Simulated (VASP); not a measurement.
# HfSc (P-6m2) in VASP: further runs

Runs on HfSc. Level: LDA. Tasks: single point.

Program: VASP 6.6.1. These are calculated values, not measurements. Logs are shortened: lines on timing, memory, paths and dates and some standing lists are left out, and cuts for length are marked.

**1. The cell of the first run**

The structure is hexagonal, space group P-6m2 (No. 187). The conventional cell has a = 3.143 Å, b = 3.143 Å, c = 5.425 Å, α = 90.00°, β = 90.00°, γ = 120.00°. Within 4.1 Å of Hf (site symmetry -6m2) lie 6 Hf at 3.14 Å and 6 Sc at 3.26 Å. Within 4.1 Å of Sc (site symmetry -6m2) lie 6 Sc at 3.14 Å and 6 Hf at 3.26 Å.

**2. Single point, LDA**

Contents of INCAR:

```
SYSTEM = HfSc
PREC = Accurate
ENCUT = 520
EDIFF = 1E-7
ISMEAR = -1
SIGMA = 0.15
LREAL = .False.
LASPH = .True.
NELM = 60
ALGO = Normal
ISIF = 2
LWAVE = .False.
LCHARG = .False.
NBANDS = 18
```

Contents of KPOINTS:

```
regular mesh
0
Gamma
  8 8 5
  0 0 0
```

Contents of POSCAR:

```
HfSc
1.0
    3.1429164000      0.0000000000      0.0000000000
   -1.5714582000      2.7218461900      0.0000000000
    0.0000000000      0.0000000000      5.4247305771
Hf Sc
1 1
Direct
    0.6666666667      0.3333333333      0.5000000000
    0.3333333333      0.6666666667      0.0000000000
```

Potentials or basis: VASP PAW LDA potentials, release 64 (Hf_pv, Sc_sv).

Run with:

```console
$ cat potpaw_LDA.64/Hf_pv/POTCAR potpaw_LDA.64/Sc_sv/POTCAR > POTCAR
$ mpirun -np 1 vasp_std > vasp.out
```

OUTCAR:

```text
SYSTEM = HfSc
   PREC = Accurate
   ENCUT = 520
   EDIFF = 1E-7
   ISMEAR = -1
   LREAL = .False.
   LASPH = .True.
   NELM = 60
   ISIF = 2

 ion  position               nearest neighbor table
   1  0.667  0.333  0.500-   2 3.26   2 3.26   2 3.26   2 3.26   2 3.26   2 3.26
   2  0.333  0.667  0.000-   1 3.26   1 3.26   1 3.26   1 3.26   1 3.26   1 3.26

  LATTYP: Found a hexagonal cell.
 ALAT       =     3.1429164000
 C/A-ratio  =     1.7260180949

  Lattice vectors:

 A1 = (   3.1429164000,   0.0000000000,   0.0000000000)
 A2 = (  -1.5714582000,   2.7218461900,   0.0000000000)
 A3 = (   0.0000000000,   0.0000000000,   5.4247305771)

Analysis of symmetry for initial positions (statically):
=====================================================================
 Subroutine PRICEL returns:
 Original cell was already a primitive cell.

 Routine SETGRP: Setting up the symmetry group for a
 hexagonal supercell.

 Subroutine GETGRP returns: Found 12 space group operations
 (whereof 12 operations were pure point group operations)
 out of a pool of 24 trial point group operations.

The static configuration has the point symmetry D_3h.

Analysis of symmetry for dynamics (positions and initial velocities):
=====================================================================
 Subroutine PRICEL returns:
 Original cell was already a primitive cell.

 Routine SETGRP: Setting up the symmetry group for a
 hexagonal supercell.

 Subroutine GETGRP returns: Found 12 space group operations
 (whereof 12 operations were pure point group operations)
 out of a pool of 24 trial point group operations.

The dynamic configuration has the point symmetry D_3h.

 Subroutine INISYM returns: Found 12 space group operations
 (whereof 12 operations are pure point group operations),
 and found     1 'primitive' translations

----------------------------------------------------------------------------------------

                                     Primitive cell

  volume of cell :      46.4060

  direct lattice vectors                    reciprocal lattice vectors
     3.142916400  0.000000000  0.000000000     0.318175819  0.183698844  0.000000000
    -1.571458200  2.721846190  0.000000000     0.000000000  0.367397689  0.000000000
     0.000000000  0.000000000  5.424730577     0.000000000  0.000000000  0.184340952

  length of vectors
     3.142916400  3.142917046  5.424730577     0.367397764  0.367397689  0.184340952

  position of ions in fractional coordinates (direct lattice)
     0.666666667  0.333333333  0.500000000
     0.333333333  0.666666667  0.000000000

  ion indices of the primitive-cell ions
   primitive index   ion index
                 1           1
                 2           2

----------------------------------------------------------------------------------------

 KPOINTS: regular mesh

Automatic generation of k-mesh.
 Grid dimensions read from file:
 generate k-points for:    8    8    5

 Generating k-lattice:

  Cartesian coordinates                     Fractional coordinates (reciprocal lattice)
     0.039771977  0.022962356  0.000000000     0.125000000  0.000000000  0.000000000
     0.000000000  0.045924711  0.000000000     0.000000000  0.125000000  0.000000000
     0.000000000  0.000000000  0.036868190     0.000000000  0.000000000  0.200000000

  Length of vectors
     0.045924721  0.045924711  0.036868190

  Shift w.r.t. Gamma in fractional coordinates (k-lattice)
     0.000000000  0.000000000  0.000000000

 Subroutine IBZKPT returns following result:
 ===========================================

 Found     30 irreducible k-points:

 Following reciprocal coordinates:
            Coordinates               Weight
  0.000000  0.000000  0.000000      1.000000
  0.125000  0.000000  0.000000      6.000000
  0.250000  0.000000  0.000000      6.000000
  0.375000  0.000000  0.000000      6.000000
  0.500000  0.000000  0.000000      3.000000
  0.125000  0.125000  0.000000      6.000000
[... 16 lines left out ...]
  0.250000  0.000000  0.400000     12.000000
  0.375000  0.000000  0.400000     12.000000
 [... further k-points ...]
   k-points           NKPTS =     30   k-points in BZ     NKDIM =     30   number of bands    NBANDS=     18
   number of dos      NEDOS =    301   number of ions     NIONS =      2
   total plane-waves  NPLWV =  23040
   dimension x,y,z NGX =    24 NGY =   24 NGZ =   40
   dimension x,y,z NGXF=    48 NGYF=   48 NGZF=   80
   ions per type =               1   1
   NGX,Y,Z   is equivalent  to a cutoff of  12.69, 12.69, 12.26 a.u.
   NGXF,Y,Z  is equivalent  to a cutoff of  25.39, 25.39, 24.52 a.u.
 SYSTEM =  HfSc
   PREC   = accura    normal or accurate (medium, high low for compatibility)
   ISTART =      0    job   : 0-new  1-cont  2-samecut
   ICHARG =      2    charge: 1-file 2-atom 10-const
   ISPIN  =      1    spin polarized calculation?
   LNONCOLLINEAR =      F non collinear calculations
   LSORBIT =      F    spin-orbit coupling
   LASPH  =      T    aspherical Exc in radial PAW
   ENCUT  =  520.0 eV  38.22 Ry    6.18 a.u.   5.84  5.84 10.09*2*pi/ulx,y,z
   NELM   =     60;   NELMIN=  2; NELMDL= -5     # of ELM steps
   EDIFF  = 0.1E-06   stopping-criterion for ELM
   LREAL  =      F    real-space projection
   EDIFFG = 0.1E-05   stopping-criterion for IOM
   NSW    =      0    number of steps for IOM
   IBRION =     -1    ionic relax: 0-MD 1-quasi-New 2-CG
   NFREE  =      0    steps in history (QN), initial steepest desc. (CG)
   ISIF   =      2    stress and relaxation
   ISYM   =      2    0-nonsym 1-usesym 2-fastsym
   POTIM  = 0.5000    time-step for ionic-motion
   TEBEG  =    0.0;   TEEND  =   0.0 temperature during run
   PSTRESS=    0.0 pullay stress
   NELECT =      21.0000    total number of electrons
   NUPDOWN=      -1.0000    fix difference up-down
   EMIN   =  10.00;   EMAX   =-10.00  energy-range for DOS
   EFERMI =   0.00;   METHOD = LEGACY
   ISMEAR =    -1;   SIGMA  =   0.15  broadening in eV -4-tet -1-fermi 0-gaus
   EFERMI_NEDOS =   21; number of points for ismear=-14 and -15
   IALGO  =     38    algorithm
   IMIX   =      4    mixing-type and parameters
     AMIX     =   0.40;   BMIX     =  1.00
     AMIX_MAG =   1.60;   BMIX_MAG =  1.00
  volume/ion in A,a.u.               =      23.20       156.58
  Fermi-wavevector in a.u.,A,eV,Ry     =   1.256868  2.375136 21.493363  1.579718
  Thomas-Fermi vector in A             =   2.390555
   LORBIT       =      0    0 simple, 1 ext, 2 COOP (PROOUT), +10 PAW based schemes
   GGA     = CA    functional components
   LHFCALC =     F    Hartree Fock is set to
   AEXX    =    0.0000 exact exchange contribution
   IVDW    =     0    specifies the selected vdW correction
   LEPSILON=     F    determine dielectric tensor
   LRPA    =     F    only Hartree local field effects (RPA)
 non-spin polarized calculation
  energy-cutoff  :      520.00
  volume of cell :       46.41
 maximum number of plane-waves:      1275
 NGX is ok and might be reduce to    24

 number of electron      21.0000002 magnetization

 Free energy of the ion-electron system (eV)
  ---------------------------------------------------
  ext. energy  EPLUGINS =         0.00000000
  ---------------------------------------------------
  free energy    TOTEN  =       -17.36069251 eV

  energy without entropy =      -17.15474181  energy(sigma->0) =      -17.25771716

 E-fermi :   4.0740     XC(G=0): -10.8549

 val. band max:        4.0266965364   @ k =   0.3750   0.0000   0.2000
 cond. band min:       4.0867806779   @ k =   0.0000   0.0000   0.2000
 fundamental gap:      0.0600841414
 Fermi energy:         4.0739680812

 k-point     1 :       0.0000    0.0000    0.0000
  band No.  band energies     occupation
      1     -44.5558      2.00000
      2     -26.3143      2.00000
      3     -25.8956      2.00000
      4     -25.8956      2.00000
      5     -23.5113      2.00000
      6     -23.3042      2.00000
[... 10 lines left out ...]
     17       7.0234      0.00000
     18       8.8330      0.00000

 k-point     2 :       0.1250    0.0000    0.0000
  band No.  band energies     occupation
      1     -44.5460      2.00000
      2     -26.2972      2.00000
      3     -25.9970      2.00000
      4     -25.9189      2.00000
      5     -23.5048      2.00000
      6     -23.3723      2.00000
[... 10 lines left out ...]
     17       6.7774      0.00000
     18       8.8957      0.00000

 k-point     3 :       0.2500    0.0000    0.0000
  band No.  band energies     occupation
      1     -44.5223      2.00000
      2     -26.2558      2.00000
      3     -26.2351      2.00000
      4     -25.9749      2.00000
      5     -23.5337      2.00000
      6     -23.4891      2.00000
[... 10 lines left out ...]
     17       7.6227      0.00000
     18       8.9596      0.00000

 k-point     4 :       0.3750    0.0000    0.0000
  band No.  band energies     occupation
      1     -44.4984      2.00000
      2     -26.4643      2.00000
      3     -26.2141      2.00000
      4     -26.0302      2.00000
      5     -23.6913      2.00000
      6     -23.4734      2.00000
[... 375 lines left out ...]
      4     -25.9186      2.00000
      5     -23.5288      2.00000
      6     -23.3714      2.00000
[... 10 lines left out ...]
     17       7.5975      0.00000
     18       8.6301      0.00000

 k-point    23 :       0.2500    0.0000    0.4000
  band No.  band energies     occupation
      1     -44.5223      2.00000
      2     -26.2485      2.00000
      3     -26.2372      2.00000
      4     -25.9744      2.00000
      5     -23.5303      2.00000
      6     -23.5008      2.00000
[... 10 lines left out ...]
     17       7.9162      0.00000
     18       8.4037      0.00000

 k-point    24 :       0.3750    0.0000    0.4000
  band No.  band energies     occupation
      1     -44.4984      2.00000
      2     -26.4679      2.00000
      3     -26.2143      2.00000
      4     -26.0295      2.00000
      5     -23.6848      2.00000
      6     -23.4740      2.00000
[... 10 lines left out ...]
     17       8.2109      0.00000
     18       8.8232      0.00000

 [... further k-points ...]

------------------------ aborting loop because EDIFF is reached ----------------------------------------

  FORCE on cell =-STRESS in cart. coord.  units (eV):
  Direction    XX          YY          ZZ          XY          YZ          ZX
  --------------------------------------------------------------------------------------
  -------------------------------------------------------------------------------------
  Total       -1.0976797     -1.0976803     -2.9924039      0.0000000      0.0000000      0.0000000
  in kB      -37.8975945    -37.8976153   -103.3132952      0.0000000      0.0000000      0.0000000
  external PRESSURE =     -59.7028350 kB  Pullay stress =       0.0000000 kB

 VOLUME and BASIS-vectors are now :
 -----------------------------------------------------------------------------
  energy-cutoff  :      520.00
  volume of cell :       46.41
      direct lattice vectors                 reciprocal lattice vectors
     3.142916400  0.000000000  0.000000000     0.318175819  0.183698844  0.000000000
    -1.571458200  2.721846190  0.000000000     0.000000000  0.367397689  0.000000000
     0.000000000  0.000000000  5.424730577     0.000000000  0.000000000  0.184340952

 POSITION                                       TOTAL-FORCE (eV/Angst)
 -----------------------------------------------------------------------------------
      1.57146      0.90728      2.71237         0.000000     -0.000000      0.000000
     -0.00000      1.81456      0.00000        -0.000000      0.000000      0.000000
 -----------------------------------------------------------------------------------
    total drift:                                0.000000      0.000000     -0.000000

  FREE ENERGIE OF THE ION-ELECTRON SYSTEM (eV)
  ---------------------------------------------------
  free  energy   TOTEN  =       -17.3606925083 eV

  energy  without entropy=      -17.1547418118  energy(sigma->0) =      -17.25771716
```

Wall time 52 s (1 thread of Intel Xeon 8259CL, shared host); peak memory 0.16 GiB.

Results:

```
Free energy            : -17.3607 eV
Pressure               : -6.0 GPa
Band gap on the k mesh : zero (an odd number of electrons rules out a gap without spin polarisation)
```

Stress tensor (GPa, compression positive):
```
 -3.79   0.00   0.00
  0.00  -3.79   0.00
  0.00   0.00 -10.33
```

Caveat: the cell stands under tension; spin-orbit coupling is left out, which moves the levels of the heavy elements.

**3. Single point, LDA**

This run uses another cell than the first one, of the same volume but with other edges.

Contents of INCAR:

```
SYSTEM = HfSc
ALGO = Normal
EDIFF = 1E-7
ENCUT = 520
GGA = CA
ISIF = 2
ISMEAR = -1
LASPH = .True.
LCHARG = .True.
LELF = .True.
LREAL = .False.
LVHAR = .True.
LWAVE = .False.
NBANDS = 18
NELM = 80
PREC = Accurate
SIGMA = 0.15
```

Contents of KPOINTS:

```
k-points
0
Gamma
  8 8 5
  0 0 0
```

Contents of POSCAR:

```
HfSc
1.0
    3.2401200000      0.0000000000      0.0000000000
   -1.6200600000      2.8060270000      0.0000000000
    0.0000000000      0.0000000000      5.1041290000
Hf Sc
1 1
Direct
    0.6666666667      0.3333333333      0.5000000000
    0.3333333333      0.6666666667      0.0000000000
```

Potentials or basis: VASP PAW LDA potentials, release 64 (Hf_pv, Sc_sv).

Run with:

```console
$ cat potpaw_LDA.64/Hf_pv/POTCAR potpaw_LDA.64/Sc_sv/POTCAR > POTCAR
$ mpirun -np 1 vasp_std > vasp.out
```

It took 57 s on 1 thread of Intel Xeon 8259CL, shared host; peak memory 0.16 GiB.

Results (log left out):

- Free energy: -17.4174 eV
- Pressure: -6.3 GPa
- Band gap on the k mesh: zero (an odd number of electrons rules out a gap without spin polarisation)

Stress tensor (GPa, compression positive):
```
-6.41  0.00  0.00
 0.00 -6.41  0.00
 0.00  0.00 -6.00
```

Levels at points of the mesh, in eV from the Fermi level:
| k point | band 9 | band 10 | band 11 | band 12 | band 13 | band 14 |
| --- | --- | --- | --- | --- | --- | --- |
| (0.00, 0.00, 0.00) | -2.52 | 0.83 | 1.46 | 1.46 | 1.75 | 2.09 |
| (0.50, 0.00, 0.00) | -1.53 | -1.39 | -0.39 | 1.18 | 1.22 | 1.87 |

Caveat: the cell stands under tension; spin-orbit coupling is left out, which moves the levels of the heavy elements.
